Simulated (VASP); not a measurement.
# Sc (Cm) in VASP: single point with PBEsol

Aim: the single point of Sc with PBEsol.

Everything below comes from runs of VASP 6.6.1. Logs are shortened: lines on timing, memory, paths and dates and some standing lists are left out, and cuts for length are marked.

## 1. The cell of the first run

The structure is monoclinic, space group Cm (No. 8). Conventional cell: a = 8.970 Å, b = 4.917 Å, c = 3.180 Å, α = 90.00°, β = 91.02°, γ = 90.00°. Within 3.8 Å of Sc (site symmetry m) lie 11 Sc at 2.89 to 3.45 Å. Sc (site symmetry m) has 14 Sc at 3.18 to 3.45 Å within 4.2 Å. Within 3.8 Å of Sc (site symmetry m) lie 11 Sc at 2.89 to 3.36 Å.

## 2. Single point, PBEsol (strained and its atoms moved)

File INCAR:

```
SYSTEM = Sc
PREC = Accurate
ENCUT = 520
EDIFF = 1E-7
ISMEAR = 0
SIGMA = 0.1
LREAL = .False.
LASPH = .True.
NELM = 100
ALGO = Normal
ISIF = 2
LWAVE = .False.
LCHARG = .False.
GGA = PS
NBANDS = 24
```

File KPOINTS:

```
Automatic mesh
0
Gamma
  10 10 14
  0 0 0
```

File POSCAR:

```
Sc
1.0
    4.4850394961     -2.4583875277      0.0419265468
    4.4850394961      2.4583875277      0.0419265468
    0.0269312969      0.0000000000      3.1799775402
Sc
3
Direct
    0.3367588801      0.3367588801      0.9898649412
   -0.0040558542     -0.0040558542      0.5017933291
    0.6672969742      0.6672969742      0.0083417297
```

Potentials or basis: VASP PAW PBE potentials, release 64 (Sc_sv).

Run with:

```sh
> cat potpaw_PBE.64/Sc_sv/POTCAR > POTCAR
> mpirun -np 1 vasp_std > vasp.out
```

OUTCAR:

```text
SYSTEM = Sc
   PREC = Accurate
   ENCUT = 520
   EDIFF = 1E-7
   ISMEAR = 0
   LREAL = .False.
   LASPH = .True.
   NELM = 100
   ISIF = 2
   GGA = PS

 ion  position               nearest neighbor table
   1  0.337  0.337  0.990-   3 2.89   3 2.89   3 2.97   2 3.23   2 3.23   2 3.29   2 3.29
   2  0.996  0.996  0.502-   1 3.23   1 3.23   3 3.28   3 3.28   1 3.29   1 3.29   3 3.33   3 3.33
                             3 3.33   3 3.36
   3  0.667  0.667  0.008-   1 2.89   1 2.89   1 2.97   2 3.28   2 3.28   2 3.33   2 3.33   2 3.33
                             2 3.36

  LATTYP: Found a base centered monoclinic cell.
 ALAT       =     8.9704709167
 B/A-ratio  =     0.5481066826
 C/A-ratio  =     0.3545066484
 COS(beta)  =    -0.0178156924

  Lattice vectors:

 A1 = (  -4.4850394961,   2.4583875277,  -0.0419265468)
 A2 = (  -4.4850394961,  -2.4583875277,  -0.0419265468)
 A3 = (   0.0269312969,   0.0000000000,   3.1799775402)

Analysis of symmetry for initial positions (statically):
=====================================================================
 Subroutine PRICEL returns:
 Original cell was already a primitive cell.

 Routine SETGRP: Setting up the symmetry group for a
 base centered monoclinic supercell.

 Subroutine GETGRP returns: Found  2 space group operations
 (whereof  2 operations were pure point group operations)
 out of a pool of  4 trial point group operations.

The static configuration has the point symmetry C_1h.

Analysis of symmetry for dynamics (positions and initial velocities):
=====================================================================
 Subroutine PRICEL returns:
 Original cell was already a primitive cell.

 Routine SETGRP: Setting up the symmetry group for a
 base centered monoclinic supercell.

 Subroutine GETGRP returns: Found  2 space group operations
 (whereof  2 operations were pure point group operations)
 out of a pool of  4 trial point group operations.

The dynamic configuration has the point symmetry C_1h.

 Subroutine INISYM returns: Found  2 space group operations
 (whereof  2 operations are pure point group operations),
 and found     1 'primitive' translations

----------------------------------------------------------------------------------------

                                     Primitive cell

  volume of cell :      70.1191

  direct lattice vectors                    reciprocal lattice vectors
     4.485039496 -2.458387528  0.041926547     0.111490565 -0.203385347 -0.000944216
     4.485039496  2.458387528  0.041926547     0.111490565  0.203385347 -0.000944216
     0.026931297  0.000000000  3.179977540    -0.002939904  0.000000000  0.314492528

  length of vectors
     5.114783119  5.114783119  3.180091579     0.231941020  0.231941020  0.314506269

  position of ions in fractional coordinates (direct lattice)
     0.336758880  0.336758880  0.989864941
     0.995944146  0.995944146  0.501793329
     0.667296974  0.667296974  0.008341730

  ion indices of the primitive-cell ions
   primitive index   ion index
                 1           1
                 2           2
                 3           3

----------------------------------------------------------------------------------------

 KPOINTS: Automatic mesh

Automatic generation of k-mesh.
 Grid dimensions read from file:
 generate k-points for:   10   10   14

 Generating k-lattice:

  Cartesian coordinates                     Fractional coordinates (reciprocal lattice)
     0.011149057 -0.020338535 -0.000094422     0.100000000 -0.000000000  0.000000000
     0.011149057  0.020338535 -0.000094422    -0.000000000  0.100000000  0.000000000
    -0.000209993  0.000000000  0.022463752     0.000000000  0.000000000  0.071428571

  Length of vectors
     0.023194102  0.023194102  0.022464733

  Shift w.r.t. Gamma in fractional coordinates (k-lattice)
     0.000000000  0.000000000  0.000000000

 Subroutine IBZKPT returns following result:
 ===========================================

 Found    392 irreducible k-points:

 Following reciprocal coordinates:
            Coordinates               Weight
  0.000000  0.000000  0.000000      1.000000
  0.100000 -0.000000  0.000000      4.000000
  0.200000 -0.000000  0.000000      4.000000
  0.300000 -0.000000  0.000000      4.000000
  0.400000 -0.000000  0.000000      4.000000
  0.500000  0.000000  0.000000      2.000000
[... 16 lines left out ...]
  0.300000  0.300000  0.000000      2.000000
  0.400000  0.300000  0.000000      4.000000
 [... further k-points ...]
   k-points           NKPTS =    392   k-points in BZ     NKDIM =    392   number of bands    NBANDS=     24
   number of dos      NEDOS =    301   number of ions     NIONS =      3
   total plane-waves  NPLWV =  38400
   dimension x,y,z NGX =    40 NGY =   40 NGZ =   24
   dimension x,y,z NGXF=    80 NGYF=   80 NGZF=   48
   ions per type =               3
   NGX,Y,Z   is equivalent  to a cutoff of  13.00, 13.00, 12.55 a.u.
   NGXF,Y,Z  is equivalent  to a cutoff of  26.00, 26.00, 25.09 a.u.
 SYSTEM =  Sc
   PREC   = accura    normal or accurate (medium, high low for compatibility)
   ISTART =      0    job   : 0-new  1-cont  2-samecut
   ICHARG =      2    charge: 1-file 2-atom 10-const
   ISPIN  =      1    spin polarized calculation?
   LNONCOLLINEAR =      F non collinear calculations
   LSORBIT =      F    spin-orbit coupling
   LASPH  =      T    aspherical Exc in radial PAW
   ENCUT  =  520.0 eV  38.22 Ry    6.18 a.u.   9.51  9.51  5.91*2*pi/ulx,y,z
   NELM   =    100;   NELMIN=  2; NELMDL= -5     # of ELM steps
   EDIFF  = 0.1E-06   stopping-criterion for ELM
   LREAL  =      F    real-space projection
   EDIFFG = 0.1E-05   stopping-criterion for IOM
   NSW    =      0    number of steps for IOM
   IBRION =     -1    ionic relax: 0-MD 1-quasi-New 2-CG
   NFREE  =      0    steps in history (QN), initial steepest desc. (CG)
   ISIF   =      2    stress and relaxation
   ISYM   =      2    0-nonsym 1-usesym 2-fastsym
   POTIM  = 0.5000    time-step for ionic-motion
   TEBEG  =    0.0;   TEEND  =   0.0 temperature during run
   PSTRESS=    0.0 pullay stress
   NELECT =      33.0000    total number of electrons
   NUPDOWN=      -1.0000    fix difference up-down
   EMIN   =  10.00;   EMAX   =-10.00  energy-range for DOS
   EFERMI =   0.00;   METHOD = LEGACY
   ISMEAR =     0;   SIGMA  =   0.10  broadening in eV -4-tet -1-fermi 0-gaus
   EFERMI_NEDOS =   21; number of points for ismear=-14 and -15
   IALGO  =     38    algorithm
   IMIX   =      4    mixing-type and parameters
     AMIX     =   0.40;   BMIX     =  1.00
     AMIX_MAG =   1.60;   BMIX_MAG =  1.00
  volume/ion in A,a.u.               =      23.37       157.73
  Fermi-wavevector in a.u.,A,eV,Ry     =   1.273407  2.406391 22.062752  1.621567
  Thomas-Fermi vector in A             =   2.406232
   LORBIT       =      0    0 simple, 1 ext, 2 COOP (PROOUT), +10 PAW based schemes
   GGA     = PS    functional components
   LHFCALC =     F    Hartree Fock is set to
   AEXX    =    0.0000 exact exchange contribution
   IVDW    =     0    specifies the selected vdW correction
   LEPSILON=     F    determine dielectric tensor
   LRPA    =     F    only Hartree local field effects (RPA)
 non-spin polarized calculation
 Gauss-broadening in eV      SIGMA  =   0.10
  energy-cutoff  :      520.00
  volume of cell :       70.12
 maximum number of plane-waves:      1916
 NGX is ok and might be reduce to    40
   NGX = 19   NGY = 19   NGZ = 11

 number of electron      32.9999999 magnetization

 Free energy of the ion-electron system (eV)
  ---------------------------------------------------
  ext. energy  EPLUGINS =         0.00000000
  ---------------------------------------------------
  free energy    TOTEN  =       -19.63551126 eV

  energy without entropy =      -19.60607439  energy(sigma->0) =      -19.62079282

 E-fermi :   3.8222     XC(G=0): -10.2040

 val. band max:        3.8221207273   @ k =   0.3000   0.3000   0.1429
 cond. band min:       3.8223894093   @ k =  -0.3000  -0.4000   0.2143
 fundamental gap:      0.0002686820
 Fermi energy:         3.8221817273

 k-point     1 :       0.0000    0.0000    0.0000
  band No.  band energies     occupation
      1     -45.2393      2.00000
      2     -45.1526      2.00000
      3     -45.1036      2.00000
      4     -24.1351      2.00000
      5     -24.1052      2.00000
      6     -23.9930      2.00000
[... 16 lines left out ...]
     23       6.2576      0.00000
     24       6.3186      0.00000

 k-point     2 :       0.1000   -0.0000    0.0000
  band No.  band energies     occupation
      1     -45.2359      2.00000
      2     -45.1534      2.00000
      3     -45.1062      2.00000
      4     -24.1452      2.00000
      5     -24.1226      2.00000
      6     -23.9668      2.00000
[... 16 lines left out ...]
     23       6.1324      0.00000
     24       6.2081      0.00000

 k-point     3 :       0.2000   -0.0000    0.0000
  band No.  band energies     occupation
      1     -45.2263      2.00000
      2     -45.1557      2.00000
      3     -45.1137      2.00000
      4     -24.1666      2.00000
      5     -24.1418      2.00000
      6     -23.9212      2.00000
[... 16 lines left out ...]
     23       5.9762      0.00000
     24       6.2434      0.00000

 k-point     4 :       0.3000   -0.0000    0.0000
  band No.  band energies     occupation
      1     -45.2117      2.00000
      2     -45.1592      2.00000
      3     -45.1250      2.00000
      4     -24.1951      2.00000
      5     -24.1280      2.00000
      6     -23.8841      2.00000
[... 16 lines left out ...]
     23       5.9662      0.00000
     24       6.5117      0.00000

 k-point     5 :       0.4000   -0.0000    0.0000
  band No.  band energies     occupation
      1     -45.1944      2.00000
      2     -45.1647      2.00000
      3     -45.1370      2.00000
      4     -24.2154      2.00000
      5     -24.0868      2.00000
      6     -23.9171      2.00000
[... 451 lines left out ...]
 k-point    22 :      -0.2000    0.2000    0.0000
  band No.  band energies     occupation
      1     -45.2018      2.00000
      2     -45.1617      2.00000
      3     -45.1325      2.00000
      4     -24.1900      2.00000
      5     -24.1390      2.00000
      6     -23.8869      2.00000
[... 16 lines left out ...]
     23       5.8518      0.00000
     24       6.5661      0.00000

 k-point    23 :       0.3000    0.3000    0.0000
  band No.  band energies     occupation
      1     -45.2158      2.00000
      2     -45.1614      2.00000
      3     -45.1187      2.00000
      4     -24.2136      2.00000
      5     -24.0727      2.00000
      6     -23.8902      2.00000
[... 16 lines left out ...]
     23       6.1271      0.00000
     24       6.7312      0.00000

 k-point    24 :       0.4000    0.3000    0.0000
  band No.  band energies     occupation
      1     -45.2065      2.00000
      2     -45.1650      2.00000
      3     -45.1245      2.00000
      4     -24.2164      2.00000
      5     -24.0679      2.00000
      6     -23.8891      2.00000
[... 16 lines left out ...]
     23       6.1103      0.00000
     24       6.8901      0.00000

 [... further k-points ...]
[... 5 lines left out ...]
  --------------------------------------------------------------------------------------
  -------------------------------------------------------------------------------------
  Total       -0.4049138      0.5123005      0.2402277      0.0000000      0.0000000     -0.2665366
  in kB       -9.2520262     11.7057455      5.4890527      0.0000000      0.0000000     -6.0901946
  external PRESSURE =       2.6475907 kB  Pullay stress =       0.0000000 kB

 VOLUME and BASIS-vectors are now :
 -----------------------------------------------------------------------------
  energy-cutoff  :      520.00
  volume of cell :       70.12
      direct lattice vectors                 reciprocal lattice vectors
     4.485039496 -2.458387528  0.041926547     0.111490565 -0.203385347 -0.000944216
     4.485039496  2.458387528  0.041926547     0.111490565  0.203385347 -0.000944216
     0.026931297  0.000000000  3.179977540    -0.002939904  0.000000000  0.314492528

 POSITION                                       TOTAL-FORCE (eV/Angst)
 -----------------------------------------------------------------------------------
      3.04741      0.00000      3.17599        -0.097779      0.000000      0.080306
      8.94721      0.00000      1.67920         0.210099      0.000000     -0.049994
      5.98593      0.00000      0.08248        -0.112320      0.000000     -0.030312
 -----------------------------------------------------------------------------------
    total drift:                                0.000053     -0.000000     -0.000330

  FREE ENERGIE OF THE ION-ELECTRON SYSTEM (eV)
  ---------------------------------------------------
  free  energy   TOTEN  =       -19.6355112581 eV

  energy  without entropy=      -19.6060743897  energy(sigma->0) =      -19.62079282
```

Run time: 7.4 min. Hardware: 1 thread of AMD EPYC 9R45 (Zen 5), shared host; peak memory 0.54 GiB.

What came out:

| Item | Value |
| --- | --- |
| Free energy | -19.6355 eV |
| Pressure | 0.3 GPa |
| Largest force | 0.216 eV/Å |
| Band gap on the k mesh | zero (an odd number of electrons rules out a gap without spin polarisation) |

Forces on the atoms (eV/Å):
```
Sc  -0.098  0.000  0.080
Sc   0.210  0.000 -0.050
Sc  -0.112  0.000 -0.030
```

Levels at points of the mesh, in eV from the Fermi level:
| k point | band 13 | band 14 | band 15 | band 16 | band 17 | band 18 | band 19 | band 20 |
| --- | --- | --- | --- | --- | --- | --- | --- | --- |
| (0.00, 0.00, 0.00) | -5.15 | -0.83 | -0.21 | -0.14 | 0.17 | 0.22 | 0.73 | 1.69 |
| (0.50, 0.00, 0.00) | -3.01 | -2.96 | -1.65 | 0.51 | 0.64 | 0.71 | 0.75 | 1.01 |
| (0.50, 0.50, 0.00) | -3.18 | -3.08 | -1.61 | 0.37 | 0.50 | 0.59 | 1.05 | 1.20 |
| (0.00, 0.00, 0.50) | -1.86 | -1.42 | -0.94 | -0.89 | -0.62 | -0.48 | 1.65 | 1.66 |
| (0.50, 0.00, 0.50) | -1.54 | -1.27 | -0.73 | -0.23 | -0.08 | 0.01 | 1.00 | 1.33 |
| (0.50, 0.50, 0.50) | -1.59 | -1.32 | -0.60 | -0.31 | -0.20 | -0.09 | 0.83 | 1.19 |

Caveat: the cell differs from its parent crystal (strained and its atoms moved); the PAW data sets were made with another functional, which shifts forces and pressure a little.
